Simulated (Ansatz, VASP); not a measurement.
**Cu in VASP and in Ansatz**

```
CELL_PARAMETERS angstrom
0.00000 2.67521 2.67521
2.67521 0.00000 2.67521
2.67521 2.67521 0.00000
ATOMIC_POSITIONS crystal
Cu 0.12500 0.12500 0.12500
Cu 0.87500 0.87500 0.87500
```

Alike in both runs: task single point; functional PBE; k mesh 12 × 12 × 12; occupations fermi-dirac, width 0.1 eV; no spin polarisation.

|  | VASP | Ansatz |
| --- | --- | --- |
| version | VASP 6.6.1 | Ansatz 0.2.0 |
| potentials or method | VASP PAW PBE potentials, release 64 (Cu), cutoff 520 eV | plane waves (420 eV) with PAW, scalar-relativistic |
| valence electrons in the cell | 22 | 38 |

```csv
,VASP,Ansatz,Ansatz less VASP
pressure (GPa),0.0,0.0,+0.01
```

With one functional, cell and mesh, what is left measures potentials, basis and numerics. VASP's potentials hold 22 valence electrons a cell and Ansatz's 38, so a difference there can come from the potentials and not from the codes.
